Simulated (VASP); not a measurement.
BAs:

```xyz
2
Lattice="0.0000 2.3919 2.3919 2.3919 0.0000 2.3919 2.3919 2.3919 0.0000" Properties=species:S:1:pos:R:3 pbc="T T T"
B     0.0000    0.0000    0.0000
As    1.1959    1.1959    1.1959
```

Program: VASP 6.6.1. Alike in all runs: task single point; potentials or basis VASP PAW PBE potentials, release 64 (B, As); cell as given; cutoff (eV) 520.

**Question.** Order these runs on this cell by their pressure, lowest first.
A. level r2SCAN; spin off; k mesh 10 × 10 × 10; smearing gaussian 0.01 eV
B. level PBE; spin non-collinear, zero start, SOC; k mesh 10 × 10 × 10; smearing fermi-dirac 0.02 eV
C. level PBE0; spin off; k mesh 6 × 6 × 6; smearing gaussian 0.01 eV; grid for exact exchange (PRECFOCK) Normal

**Answer.** C (-1.3 GPa), A (0.3 GPa), B (2.8 GPa).

Caveats: the PAW data sets were made with another functional, which shifts forces and pressure a little (some runs).
